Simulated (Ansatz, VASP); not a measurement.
# AlN: VASP beside Ansatz

The input INCAR:

```
SYSTEM = AlN
PREC = Accurate
ENCUT = 600
EDIFF = 1E-6
ISMEAR = 0
SIGMA = 0.05
LREAL = .False.
LASPH = .True.
NELM = 120
ALGO = Normal
ISIF = 2
LWAVE = .False.
LCHARG = .True.
GGA = PE
LELF = .True.
LVHAR = .True.
NBANDS = 16
GGA_COMPAT = .False.
```

File KPOINTS:

```
Automatic mesh
0
Gamma
  8 8 6
  0 0 0
```

Contents of POSCAR:

```
AlN
1.0
    0.0000000000     -2.0353166207     -2.0353166207
    0.0000000000      2.0353166207     -2.0353166207
    4.0706332413      0.0000000000      0.0000000000
Al N
2 2
Direct
    0.5043953878      0.4956046122      0.0000069276
   -0.0043953878      0.0043953878      0.4999930724
    0.5233378923      0.4766621077      0.4962168048
   -0.0233378923      1.0233378923      0.0037831952
```

Input for Ansatz:

```yaml
crystal:
  lattice:
    - [0.0, -2.0353166207, -2.0353166207]
    - [0.0, 2.0353166207, -2.0353166207]
    - [4.0706332413, 0.0, 0.0]
  atoms:
    - { symbol: Al, position: [0.5043953878, 0.4956046122, 6.9276e-06] }
    - { symbol: Al, position: [-0.0043953878, 0.0043953878, 0.4999930724] }
    - { symbol: "N", position: [0.5233378923, 0.4766621077, 0.4962168048] }
    - { symbol: "N", position: [-0.0233378923, 1.0233378923, 0.0037831952] }
basis:
  ecutwfc: 520.0
kpoints:
  mp_grid: { grid: [8, 8, 6] }
hamiltonian:
  xc: pbe
  pseudopotentials: { kind: paw }
scf:
  occupations: { method: gaussian, width: 0.05 }
output:
  forces: true
  stress: true
  eigenvalues: true
```

Change from the starting cell: mode 10 frozen in at -0.095 Å and mode 12 at -0.015 Å (largest displacements).

Alike in both runs: task single point; functional PBE; k mesh 8 × 8 × 6; occupations gaussian, width 0.05 eV; no spin polarisation.

```csv
,VASP,Ansatz
version,VASP 6.6.1,Ansatz 0.2.0
potentials or method,"VASP PAW PBE potentials, release 64 (Al, N), cutoff 600 eV","scalar-relativistic, plane waves, PAW"
valence electrons in the cell,16,16
```

```csv
,VASP,Ansatz,Ansatz less VASP
gap on the k mesh at the Fermi level (eV),4.23,4.25,+0.022
least direct gap on the mesh (eV),4.44,4.46,+0.021
pressure (GPa),2.0,2.4,+0.43
"traceless stress, the component that is largest in VASP (GPa)",4.47,4.45,-0.024
rms of the force components (eV/Å),0.702,0.700,-0.0017
```

Atom by atom the forces differ by 0.002 eV/Å (rms over components).
